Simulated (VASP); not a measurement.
**Re: single point with r2SCAN**

The system is Re.

```xyz
1
Lattice="2.5708 0.0000 0.0000 0.0000 2.5708 0.0000 0.0000 0.0000 2.5708" Properties=species:S:1:pos:R:3 pbc="T T T"
Re    0.0000    0.0000    0.0000
```

- Program: VASP 6.6.1
- Task: single point
- Functional: r2SCAN
- Potentials or basis: VASP PAW PBE potentials, release 64 (Re)
- Cutoff: 520 eV
- k mesh: 7 × 7 × 7
- Occupations: fermi-dirac, width 0.05 eV
- Spin: no spin polarisation
- Dipole correction: no
- Further INCAR settings: ALGO = Normal; EDIFF = 1e-07; NBANDS = 10

```
Pressure : -0.9 GPa
```

Levels at points of the mesh, in eV from the Fermi level:
```tsv
k point	band 1	band 2	band 3	band 4	band 5	band 6	band 7
(0.00, 0.00, 0.00)	-9.75	-5.89	-5.89	3.60	3.60	3.60	16.18
```

It took 9.9 s on 1 thread of AMD EPYC 9R45 96-Core Processor (Zen 5) (shared host), peak memory 0.1 GiB.

Caveat: the PAW data sets were made with another functional, which shifts forces and pressure a little; spin-orbit coupling is left out, which moves the levels of the heavy elements.
